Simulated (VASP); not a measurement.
Here is a VASP 6.6.1 calculation.

The input INCAR:

```
ALGO = Normal
EDIFF = 1E-6
ENCUT = 520
GGA = PS
ISIF = 2
ISMEAR = -1
LASPH = T
LCHARG = F
LREAL = F
LWAVE = F
NBANDS = 48
NELM = 80
PREC = Accurate
SIGMA = 0.15
```

File KPOINTS:

```
k-points
0
Gamma
  6 6 6
```

POSCAR

```
Ga
1.0
   -3.0338579531      3.0338579531      3.0338579531
    3.0338579531     -3.0338579531      3.0338579531
    3.0338579531      3.0338579531     -3.0338579531
Ga
6
Direct
    0.2500000000      0.6250000000      0.3750000000
    0.3750000000      0.2500000000      0.6250000000
    0.7500000000      0.8750000000      0.1250000000
    0.1250000000      0.7500000000      0.8750000000
    0.6250000000      0.3750000000      0.2500000000
    0.8750000000      0.1250000000      0.7500000000
```

Potentials or basis: VASP PAW PBE potentials, release 64 (Ga_d).

Launch:

```bash
$ cat potpaw_PBE.64/Ga_d/POTCAR > POTCAR
$ mpirun -np 1 vasp_std > vasp.out
```

(1) What does it give for the band gap on the k mesh?

(2) What does it give for the pressure?

## Answers

(1) zero (bands 39 and 40 overlap by 3.62 eV).

(2) -2.4 GPa.

Caveat: the PAW data sets were made with another functional, which shifts forces and pressure a little.
